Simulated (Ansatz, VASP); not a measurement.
One calculation of Tl, two programs

INCAR

```
SYSTEM = Tl
  ALGO = Normal
  EDIFF = 1E-6
  ENCUT = 500
  GGA = CA
  GGA_COMPAT = .FALSE.
  ISIF = 2
  ISMEAR = -1
  LASPH = .TRUE.
  LCHARG = .FALSE.
  LORBIT = 11
  LORBMOM = .TRUE.
  LREAL = .FALSE.
  LSORBIT = .TRUE.
  LWAVE = .FALSE.
  MAGMOM = 0 0 0
  NBANDS = 24
  NELM = 200
  PREC = Accurate
  SIGMA = 0.025
```

Contents of KPOINTS:

```
k-points
0
G
  10 10 10
  0 0 0
```

POSCAR

```
Tl
1.0
   -1.9559951750      1.9559951750      1.9559951750
    1.9559951750     -1.9559951750      1.9559951750
    1.9559951750      1.9559951750     -1.9559951750
Tl
1
Direct
    0.0000000000      0.0000000000      0.0000000000
```

The input input.yaml:

```yaml
crystal:
  lattice: { a: 3.91199035, b: 3.91199035, c: 3.91199035, alpha: 90.0, beta: 90.0, gamma: 90.0 }
  space_group: 229
  reduce_to_primitive: true
  atoms:
    - { symbol: Tl, wyckoff: "2a", position: [0.0, 0.0, 0.0] }
hamiltonian:
  xc: lda
  pseudopotentials: { kind: paw_fr }
magnetization:
  noncollinear: true
  spin_orbit: true
kpoints:
  mp_grid: { grid: [10, 10, 10] }
scf:
  occupations: { method: fermi_dirac, width: 0.025 }
output:
  forces: true
  stress: true
  eigenvalues: true
  bader: true
  populations: true
```

Alike in both runs: functional LDA; k mesh 10 × 10 × 10; occupations fermi-dirac, width 0.025 eV; non-collinear spin, spin-orbit coupling.

|  | VASP | Ansatz |
| --- | --- | --- |
| version | VASP 6.6.1 | Ansatz 0.2.0 |
| potentials or method | VASP PAW LDA potentials, release 64 (Tl_d) | Ansatz PAW |
| plane-wave cutoff (eV) | 500 | 420 |
| valence electrons in the cell | 13 | 13 |
| task | single point | atomic charges |

VASP gave:

```
pressure (GPa)           : -3.5
net moment per atom (μB) : 0.00
```

Which values does Ansatz return?

Pressure (GPa): -3.7; net moment per atom (μB): 0.00.

LDA's correlation is that of Perdew and Zunger in VASP and of Perdew and Wang (1992) in Ansatz.
